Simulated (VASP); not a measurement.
Here is a VASP 6.6.1 calculation.

The input INCAR:

```
  PREC = Accurate
  ENCUT = 520
  EDIFF = 1E-6
  ISMEAR = 0
  SIGMA = 0.05
  LREAL = False
  LASPH = True
  NELM = 80
  ALGO = Normal
  ISIF = 2
  LWAVE = False
  LCHARG = False
  GGA = PE
  NBANDS = 33
```

The input KPOINTS:

```
Automatic mesh
0
Gamma
  6 6 10
```

Contents of POSCAR:

```
TiO2
1.0
    4.6433998164      0.0000000000      0.0000000000
    0.0000000000      4.6433998164      0.0000000000
    0.0000000000      0.0000000000      2.9638636888
Ti O
2 4
Direct
    0.0000000000      0.0000000000      0.0039244396
    0.5000000000      0.5000000000      0.5039244396
    0.3050970583      0.3050970583     -0.0058707153
    0.1949029417      0.8050970583      0.4941292847
    0.6949029417      0.6949029417     -0.0058707153
    0.8050970583      0.1949029417      0.4941292847
```

Potentials or basis: VASP PAW PBE potentials, release 64 (Ti_sv, O).

Launch:

```sh
$ cat potpaw_PBE.64/Ti_sv/POTCAR potpaw_PBE.64/O/POTCAR > POTCAR
$ mpirun -np 1 vasp_std > vasp.out
```

Q: Estimate the band gap on the k mesh.

A: 1.86 eV.

Q: Estimate the largest force.

A: 0.034 eV/Å.

Q: Estimate the pressure.

A: 0.8 GPa.

Stress tensor (GPa, compression positive):
```
0.63 0.00 0.00
0.00 0.63 0.00
0.00 0.00 1.02
```

Caveat: the cell differs from its parent crystal (atoms displaced along a vibrational mode). A k mesh can miss the band edges.
